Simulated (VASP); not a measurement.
Crystal: Be6Tl.

```
Be Tl
1.0
     4.14737    0.00000    0.00000
     0.00000    4.14737    0.00000
     0.00000    0.00000    4.14737
Be Tl
6 1
Direct
  0.20700 0.50000 0.50000
  0.50000 0.20700 0.50000
  0.79300 0.50000 0.50000
  0.50000 0.79300 0.50000
  0.50000 0.50000 0.20700
  0.50000 0.50000 0.79300
  0.00000 0.00000 0.00000
```

The cell was generated, and may not be a known phase.

| Quantity | Value |
| --- | --- |
| Program | VASP 6.6.1 |
| Task | relaxation of cell and atoms |
| Functional | PBE |
| Potentials or basis | VASP PAW PBE potentials, release 64 (Be, Tl_d) |
| Cutoff | 600 eV |
| k mesh | 4 × 4 × 4 |
| Occupations | gaussian, width 0.1 eV |
| Spin | no spin polarisation |

At the start: pressure 59.7 GPa; volume 10.19 Å³/atom.

**Question.** Where does the relaxation end?

**Answer.** Over 5 steps the energy falls by 1041.0 meV/atom and the volume is 18.58 Å³/atom (+82.3 %); space group Pm-3m (No. 221, to 0.1 Å) before and after.

Step by step:
| step | energy change (eV) | largest force (eV/Å) | pressure (GPa) | volume (Å³) |
| --- | --- | --- | --- | --- |
| 1 | 0.0000 | 4.4216 | 59.73 | 71.34 |
| 2 | -2.1433 | 9.4213 | 11.51 | 118.19 |
| 3 | -4.2599 | 4.8725 | 20.95 | 92.79 |
| 4 | -7.1742 | 0.3251 | -2.26 | 141.99 |
| 5 | -7.2868 | 0.0336 | 0.13 | 130.03 |

Final structure:
```
Be Tl
1.0
     5.06621    0.00000    0.00000
     0.00000    5.06621    0.00000
     0.00000    0.00000    5.06621
Be Tl
6 1
Direct
  0.19911 0.50000 0.50000
  0.50000 0.19911 0.50000
  0.80089 0.50000 0.50000
  0.50000 0.80089 0.50000
  0.50000 0.50000 0.19911
  0.50000 0.50000 0.80089
  0.00000 0.00000 0.00000
```

Caveat: the k points lie up to 0.31 Å⁻¹ apart in the final cell, too coarse for converged energies and pressures of a metal; the volume moved by over 15 % at a fixed basis, so the end points are rough.
